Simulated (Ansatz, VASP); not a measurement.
AgRh in VASP and in Ansatz

The input INCAR:

```
SYSTEM = AgRh
PREC = Accurate ; ENCUT = 600
EDIFF = 1E-6 ; ISMEAR = -1
SIGMA = 0.05 ; LREAL = .FALSE.
LASPH = .TRUE. ; NELM = 60
ALGO = Fast ; ISIF = 3
LWAVE = .FALSE. ; LCHARG = .FALSE.
GGA = RE ; IBRION = 2
NSW = 60 ; EDIFFG = -0.01
```

KPOINTS

```
Automatic mesh
0
G
  11 11 6
  0 0 0
```

File POSCAR:

```
AgRh
1.0
    2.7775881998      0.0000000000      0.0000000000
   -1.3887940999      2.4054619423      0.0000000000
    0.0000000000      0.0000000000      4.8086020000
Ag Rh
1 1
Direct
    0.0000000000      0.0000000000      0.5000000000
    0.6666666667      0.3333333333      0.0000000000
```

The input input.yaml:

```yaml
crystal:
  lattice:
    - [2.7775881998, 0.0, 0.0]
    - [-1.3887940999, 2.4054619423, 0.0]
    - [0.0, 0.0, 4.808602]
  atoms:
    - { symbol: Ag, position: [0.0, 0.0, 0.5] }
    - { symbol: Rh, position: [0.6666666667, 0.3333333333, 0.0] }
hamiltonian:
  xc: revpbe
  pseudopotentials: { kind: paw }
kpoints:
  mp_grid: { grid: [11, 11, 6] }
scf:
  occupations: { method: fermi_dirac, width: 0.05 }
output:
  forces: true
  stress: true
  eigenvalues: true
relax:
  f_tol: 0.01
  max_steps: 40
  cell: { stress_tol: 0.05 }
```

Alike in both runs: task relaxation of cell and atoms; functional revPBE; k mesh 11 × 11 × 6; occupations fermi-dirac, width 0.05 eV; no spin polarisation.

|  | VASP | Ansatz |
| --- | --- | --- |
| version | VASP 6.6.1 | Ansatz 0.2.0 |
| potentials or method | VASP PAW PBE potentials, release 64 (Ag, Rh_pv) | Ansatz PAW |
| plane-wave cutoff (eV) | 600 | 420 |
| valence electrons in the cell | 26 | 36 |

|  | VASP | Ansatz | Ansatz less VASP |
| --- | --- | --- | --- |
| gap on the k mesh at the Fermi level, each at its own relaxed structure (eV) | none | none | - |
| relaxed volume (Å³/atom) | 16.12 | 16.14 | +0.018 |
| relaxed length of the cell vector where the two differ most in proportion (Å) | 2.786 | 2.787 | +0.0012 |

VASP's potentials were made for PBE, not for revPBE. A gap of «none» marks a metal or a gap that the smearing closes. VASP's potentials hold 26 valence electrons a cell and Ansatz's 36, so a difference there can come from the potentials and not from the codes.

Noted on Ansatz's run: the plane-wave basis is chosen anew once the cell has moved, so the energies of steps on either side of that aren't comparable.
